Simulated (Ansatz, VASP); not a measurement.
## MgCd5O6 in VASP and in Ansatz

```
CELL_PARAMETERS angstrom
3.30297 0.00000 0.00000
-1.65149 2.86046 0.00000
0.00000 0.00000 16.38925
ATOMIC_POSITIONS crystal
Mg 0.00000 0.00000 0.50000
Cd 0.66667 0.33333 0.65744
Cd 0.33333 0.66667 0.34255
Cd 0.66667 0.33333 0.17126
Cd 0.00000 0.00000 0.00000
Cd 0.33333 0.66667 0.82874
O 0.33333 0.66667 0.56919
O 0.66667 0.33333 0.43081
O 0.00000 0.00000 0.25708
O 0.33333 0.66667 0.08568
O 0.66667 0.33333 0.91432
O 0.00000 0.00000 0.74292
```

Alike in both runs: task single point; functional PBE; k mesh 6 × 6 × 1; occupations gaussian, width 0.1 eV; collinear spin.

|  | VASP | Ansatz |
| --- | --- | --- |
| version | VASP 6.6.1 | Ansatz 0.2.0 |
| potentials or method | VASP PAW PBE potentials, release 64 (Mg, Cd, O), cutoff 520 eV | scalar-relativistic, plane waves, PAW |
| valence electrons in the cell | 98 | 146 |

Ansatz gave:

```
gap on the k mesh at the Fermi level (eV)                     : none
pressure (GPa)                                                : 0.1
traceless stress, the component that is largest in VASP (GPa) : 0.02
rms of the force components (eV/Å)                            : 0.008
net moment per atom (μB)                                      : 0.00
```

Q: Which values does VASP return?

A: gap on the k mesh at the Fermi level (eV): none; pressure (GPa): 1.1; traceless stress, the component that is largest in VASP (GPa): 0.10; rms of the force components (eV/Å): 0.023; net moment per atom (μB): 0.00.

Atom by atom the forces differ by 0.021 eV/Å (rms over components). A gap of «none» marks a metal or a gap that the smearing closes. VASP's potentials hold 98 valence electrons a cell and Ansatz's 146, so a difference there can come from the potentials and not from the codes. Ansatz's warnings: seeded moment not kept.

The k mesh is coarse, so the values compare programs but aren't converged.
